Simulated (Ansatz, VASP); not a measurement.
# Two plane-wave programs on Cd

File INCAR:

```
SYSTEM = Cd
ALGO = Fast ; EDIFF = 1E-6
ENCUT = 520 ; GGA = PE
ISIF = 2 ; ISMEAR = 0
LASPH = .True. ; LCHARG = .False.
LREAL = .False. ; LWAVE = .False.
NBANDS = 19 ; NELM = 60
PREC = Accurate ; SIGMA = 0.1
```

File KPOINTS:

```
k-points
0
Gamma
  18 18 8
  0 0 0
```

The input POSCAR:

```
Cd
1.0
    2.9069029483      0.0000000000      0.0000000000
   -1.4534514741      2.5174517995      0.0000000000
    0.0000000000      0.0000000000      5.6504570760
Cd
2
Direct
    0.3333333333      0.6666666667      0.2500000000
    0.6666666667      0.3333333333      0.7500000000
```

Input for Ansatz:

```yaml
crystal:
  lattice:
    - [2.9069029483, 0.0, 0.0]
    - [-1.4534514741, 2.5174517995, 0.0]
    - [0.0, 0.0, 5.650457076]
  atoms:
    - { symbol: Cd, position: [0.3333333333, 0.6666666667, 0.25] }
    - { symbol: Cd, position: [0.6666666667, 0.3333333333, 0.75] }
basis:
  ecutwfc: 420
kpoints:
  mp_grid: { grid: [18, 18, 8] }
hamiltonian:
  xc: pbe
scf:
  occupations: { method: gaussian, width: 0.1 }
output:
  forces: true
  stress: true
  eigenvalues: true
```

Alike in both runs: task single point; functional PBE; k mesh 18 × 18 × 8; occupations gaussian, width 0.1 eV; no spin polarisation.

|  | VASP | Ansatz |
| --- | --- | --- |
| version | VASP 6.6.1 | Ansatz 0.2.0 |
| potentials or method | VASP PAW PBE potentials, release 64 (Cd), cutoff 520 eV | scalar-relativistic, plane waves, PAW |
| valence electrons in the cell | 24 | 40 |

Ansatz gave:

```
gap on the k mesh at the Fermi level (eV)                     : none
pressure (GPa)                                                : 6.5
traceless stress, the component that is largest in VASP (GPa) : -2.36
```

Task: Which values does VASP return?

Result: gap on the k mesh at the Fermi level (eV): none; pressure (GPa): 7.0; traceless stress, the component that is largest in VASP (GPa): -2.58.

A gap of «none» marks a metal or a gap that the smearing closes. VASP's potentials hold 24 valence electrons a cell and Ansatz's 40, so a difference there can come from the potentials and not from the codes.
